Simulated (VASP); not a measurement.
LiTi2P3: single point with r2SCAN+rVV10

Crystal: LiTi2P3.

```
Li Ti P
1.0
     3.51366    0.00000    0.00000
    -1.75683    3.04292    0.00000
     0.00000    0.00000    9.13272
Li Ti P
1 2 3
Direct
  0.33333 0.66667 0.54171
  0.00000 0.00000 0.87843
  0.66667 0.33333 0.20489
  0.00000 0.00000 0.35616
  0.66667 0.33333 0.72716
  0.33333 0.66667 0.04165
```

* Program: VASP 6.6.1
* Task: single point
* Functional: r2SCAN
* Dispersion: rVV10
* Potentials or basis: VASP PAW PBE potentials, release 64 (Li_sv, Ti_sv, P)
* Cutoff: 520 eV
* k mesh: 12 × 12 × 2
* Occupations: fermi-dirac, width 0.03 eV
* Spin: no spin polarisation
* Dipole correction: no
* Further INCAR settings: ALGO = Normal; EDIFF = 1e-07; NBANDS = 30

```json
{
 "Largest force": "0.053 eV/Å",
 "Band gap on the k mesh": "zero (bands 21 and 22 overlap by 0.96 eV)"
}
```

Forces in eV/Å, atoms in the order of the input:
```
Li   0.000  0.000 -0.053
Ti   0.000  0.000 -0.006
Ti   0.000  0.000  0.027
P    0.000  0.000  0.037
P    0.000  0.000 -0.018
P    0.000  0.000  0.012
```

Levels at points of the mesh, in eV from the Fermi level:
| k point | band 18 | band 19 | band 20 | band 21 | band 22 | band 23 | band 24 | band 25 |
| --- | --- | --- | --- | --- | --- | --- | --- | --- |
| (0.00, 0.00, 0.00) | -1.48 | 0.27 | 0.27 | 0.54 | 0.70 | 1.07 | 1.07 | 1.28 |
| (0.50, 0.00, 0.00) | -2.16 | -1.47 | -1.42 | -0.94 | -0.33 | 1.04 | 1.75 | 1.83 |
| (0.00, 0.00, 0.50) | -1.45 | -0.89 | 0.27 | 0.27 | 1.09 | 1.09 | 1.18 | 1.18 |
| (0.50, 0.00, 0.50) | -2.73 | -1.61 | -1.35 | -0.69 | -0.08 | 0.82 | 1.76 | 1.77 |

It took 14 min on 1 thread of Intel(R) Xeon(R) Platinum 8259CL CPU @ 2.50GHz (Skylake/Cascade Lake) (shared host), peak memory 0.49 GiB.

Caveat: the PAW data sets were made with another functional, which shifts forces and pressure a little.
